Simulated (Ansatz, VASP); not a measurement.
**One calculation of Si2B, two programs**

```
Si B
1.0
     4.41202    0.00000    0.00000
     0.00000    5.20898    0.00000
     0.00000    0.00000    3.21381
Si B
4 2
Direct
  0.21846 0.36521 0.00000
  0.78154 0.63479 0.00000
  0.71846 0.13479 0.50000
  0.28154 0.86521 0.50000
  0.00000 0.00000 0.00000
  0.50000 0.50000 0.50000
```

Alike in both runs: functional PBE; k mesh 4 × 4 × 6; occupations gaussian, width 0.1 eV; no spin polarisation.

Ansatz relaxed the structure, and its values are those at the end. VASP's run is a single point on that final structure, the one shown.

|  | VASP | Ansatz |
| --- | --- | --- |
| version | VASP 6.6.1 | Ansatz 0.2.0 |
| potentials or method | VASP PAW PBE potentials, release 64 (Si, B), cutoff 520 eV | scalar-relativistic, plane waves, PAW |
| valence electrons in the cell | 22 | 22 |

```csv
,VASP,Ansatz,Ansatz less VASP
gap on the k mesh at the Fermi level (eV),none,none,-
pressure (GPa),0.1,0.1,+0.05
rms of the force components (eV/Å),0.007,0.006,-0.0007
```

A gap of «none» marks a metal or a gap that the smearing closes.
